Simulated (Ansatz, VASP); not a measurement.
# One calculation of InSb, two programs

Contents of INCAR:

```
PREC     = Accurate       # precision mode
ENCUT    = 500            # plane-wave cutoff, eV
EDIFF    = 1E-6           # SCF threshold, eV
ISMEAR   = 0              # smearing method
SIGMA    = 0.05           # smearing width, eV
LREAL    = F              # projectors in reciprocal space
LASPH    = T              # aspherical terms in the spheres
NELM     = 120            # most SCF steps
ALGO     = Normal         # electronic algorithm
ISIF     = 2              # what is computed and relaxed
LWAVE    = F              # write WAVECAR
LCHARG   = F              # write CHGCAR
GGA      = RE             # functional
NBANDS   = 16             # bands
GGA_COMPAT= F
```

KPOINTS

```
regular mesh
0
Gamma
  6 6 6
```

POSCAR

```
InSb
1.0
    0.0000000000      3.2696848759      3.2696848759
    3.2696848759      0.0000000000      3.2696848759
    3.2696848759      3.2696848759      0.0000000000
In Sb
1 1
Direct
    0.0000000000      0.0000000000      0.0000000000
    0.7500000000      0.7500000000      0.7500000000
```

Input for Ansatz:

```yaml
crystal:
  lattice:
    - [0.0, 3.2696848759, 3.2696848759]
    - [3.2696848759, 0.0, 3.2696848759]
    - [3.2696848759, 3.2696848759, 0.0]
  atoms:
    - { symbol: In, position: [0.0, 0.0, 0.0] }
    - { symbol: Sb, position: [0.75, 0.75, 0.75] }
basis:
  ecutwfc: 420
  ecutrho_ratio: 4
kpoints:
  mp_grid: { grid: [6, 6, 6] }
hamiltonian:
  xc: revpbe
scf:
  occupations: { method: gaussian, width: 0.05 }
output:
  forces: true
  stress: true
  eigenvalues: true
```

Alike in both runs: task single point; functional revPBE; k mesh 6 × 6 × 6; occupations gaussian, width 0.05 eV; no spin polarisation.

```csv
,VASP,Ansatz
version,VASP 6.6.1,Ansatz 0.2.0
potentials or method,"VASP PAW PBE potentials, release 64 (In_d, Sb), cutoff 500 eV","scalar-relativistic, plane waves, PAW"
valence electrons in the cell,18,28
```

```tsv
	VASP	Ansatz	Ansatz less VASP
gap on the k mesh at the Fermi level (eV)	none	none	-
pressure (GPa)	2.9	2.9	+0.02
```

VASP's potentials were made for PBE, not for revPBE. A gap of «none» marks a metal or a gap that the smearing closes. With one functional, cell and mesh, what is left measures potentials, basis and numerics. VASP's potentials hold 18 valence electrons a cell and Ansatz's 28, so a difference there can come from the potentials and not from the codes.

Neither program's run includes spin-orbit coupling.
